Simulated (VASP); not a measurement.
Wanted: the native input for a VASP 6.6.1 run.

* Task: single point
* Functional: RPBE
* Potentials or basis: VASP PAW PBE potentials, release 64 (Pt)
* Cutoff: 520 eV
* k mesh: 14 × 14 × 4
* Occupations: fermi-dirac, width 0.1 eV
* Spin: no spin polarisation
* Dipole correction: no
* Further INCAR settings: ALGO = Normal; EDIFF = 1e-07; NBANDS = 28

The structure of Pt lies in POSCAR:

```
Pt
1.0
    2.9145962953      0.0000000000      0.0000000000
   -1.4572981477      2.5241144335      0.0000000000
    0.0000000000      0.0000000000      9.7370754294
Pt
4
Direct
    1.0000000000      1.0000000000      0.0000000000
    1.0000000000      0.0000000000      0.5000000000
    0.3333333333      0.6666666667      0.2500000000
    0.6666666667      0.3333333333      0.7500000000
```

This isn't the form of Pt at room conditions, which is fcc.

The input as run:

INCAR

```
SYSTEM = Pt
ALGO     = Normal         ! electronic algorithm
EDIFF    = 1E-7           ! SCF threshold, eV
ENCUT    = 520            ! plane-wave cutoff, eV
GGA      = RP             ! functional
ISIF     = 2              ! what is computed and relaxed
ISMEAR   = -1             ! smearing method
LASPH    = .TRUE.         ! aspherical terms in the spheres
LCHARG   = .TRUE.         ! write CHGCAR
LELF     = .TRUE.         ! ELF
LREAL    = .FALSE.        ! projectors in reciprocal space
LVHAR    = .TRUE.       
LWAVE    = .FALSE.        ! write WAVECAR
NBANDS   = 28             ! bands
NELM     = 100            ! most SCF steps
PREC     = Accurate       ! precision mode
SIGMA    = 0.1            ! smearing width, eV
```

KPOINTS

```
k-points
0
G
  14 14 4
  0 0 0
```

Potentials or basis: VASP PAW PBE potentials, release 64 (Pt).

Launch:

```console
$ cat potpaw_PBE.64/Pt/POTCAR > POTCAR
$ mpirun -np 1 vasp_std > vasp.out
```

It gave:

```
Pressure               : -18.9 GPa
Band gap on the k mesh : zero (bands 20 and 21 overlap by 1.01 eV)
```

Caveat: the cell stands under tension; the PAW data sets were made with another functional, which shifts forces and pressure a little; spin-orbit coupling is left out, which moves the levels of the heavy elements.

Wall time 51 s on 1 thread of Intel(R) Xeon(R) 6975P-C (Granite Rapids), on a shared host, peak memory 0.26 GiB.
